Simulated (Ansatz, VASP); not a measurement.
# Two plane-wave programs on LiNbO3

```
Li Nb O
1.0
     2.79435    1.61332    4.67510
    -2.79435    1.61332    4.67510
     0.00000   -3.22664    4.67510
Li Nb O
2 2 6
Direct
  0.25000 0.25000 0.25000
  0.75000 0.75000 0.75000
  0.00000 0.00000 0.00000
  0.50000 0.50000 0.50000
  0.13034 0.36966 0.75000
  0.75000 0.13034 0.36966
  0.36966 0.75000 0.13034
  0.86966 0.63034 0.25000
  0.25000 0.86966 0.63034
  0.63034 0.25000 0.86966
```

Alike in both runs: task single point; functional PBE; k mesh 6 × 6 × 6; occupations gaussian, width 0.05 eV; no spin polarisation.

|  | VASP | Ansatz |
| --- | --- | --- |
| version | VASP 6.6.1 | Ansatz 0.2.0 |
| potentials or method | VASP PAW PBE potentials, release 64 (Li_sv, Nb_sv, O), cutoff 520 eV | scalar-relativistic, plane waves, PAW |
| valence electrons in the cell | 68 | 68 |

Ansatz gave:

```
gap on the k mesh at the Fermi level (eV) : 1.99
least direct gap on the mesh (eV)         : 2.04
rms of the force components (eV/Å)        : 0.431
```

Which values does VASP return?

gap on the k mesh at the Fermi level (eV): 1.98; least direct gap on the mesh (eV): 2.03; rms of the force components (eV/Å): 0.434.

Atom by atom the forces differ by 0.002 eV/Å (rms over components). With one functional, cell and mesh, what is left measures potentials, basis and numerics.

Noted on VASP's run: the cutoff is under 1.25 times that of the potentials, so the pressure is a little rough.
